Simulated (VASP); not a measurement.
Here is a VASP 6.6.1 calculation.

INCAR

```
SYSTEM = RbSiPb
PREC     = Accurate       ! precision mode
ENCUT    = 600            ! plane-wave cutoff, eV
EDIFF    = 1E-6           ! SCF threshold, eV
ISMEAR   = 0              ! smearing method
SIGMA    = 0.1            ! smearing width, eV
LREAL    = .False.        ! projectors in reciprocal space
LASPH    = .True.         ! aspherical terms in the spheres
NELM     = 100            ! most SCF steps
ALGO     = Fast           ! electronic algorithm
ISIF     = 3              ! what is computed and relaxed
LWAVE    = .False.        ! write WAVECAR
LCHARG   = .False.        ! write CHGCAR
GGA      = PE             ! functional
IBRION   = 2              ! ionic algorithm
NSW      = 100            ! ionic steps
EDIFFG   = -0.01          ! ionic threshold
```

File KPOINTS:

```
Automatic mesh
0
Gamma
  12 12 8
  0 0 0
```

File POSCAR:

```
RbSiPb
1.0
    4.7974722948      0.0000000000      0.0000000000
   -2.3987361474      4.1547328812      0.0000000000
    0.0000000000      0.0000000000      5.7320731917
Rb Si Pb
1 1 1
Direct
    0.0000000000      0.0000000000      0.0000000000
    0.3333333333      0.6666666667      0.5000000000
    0.6666666667      0.3333333333      0.5000000000
```

Potentials or basis: VASP PAW PBE potentials, release 64 (Rb_sv, Si, Pb_d).

Command:

```bash
$ cat potpaw_PBE.64/Rb_sv/POTCAR potpaw_PBE.64/Si/POTCAR potpaw_PBE.64/Pb_d/POTCAR > POTCAR
$ mpirun -np 1 vasp_std > vasp.out
```

Problem. Estimate the relaxed volume.

Solution. 37.99 Å³/atom.

Problem. What does it give for the space group after relaxing (to 0.1 Å)?

Solution. P-6m2 (No. 187).

Problem. Estimate the band gap on the k mesh.

Solution. Zero (an odd number of electrons rules out a gap without spin polarisation).

Final structure:
```yaml
crystal:
  lattice:
    - [4.77936, 0.00000, 0.00000]
    - [-2.38968, 4.13905, 0.00000]
    - [0.00000, 0.00000, 5.76073]
  atoms:
    - { symbol: Rb, position: [0.00000, 0.00000, 0.00000] }
    - { symbol: Si, position: [0.33333, 0.66667, 0.50000] }
    - { symbol: Pb, position: [0.66667, 0.33333, 0.50000] }
```

Caveat: spin-orbit coupling is left out, which moves the levels of the heavy elements.
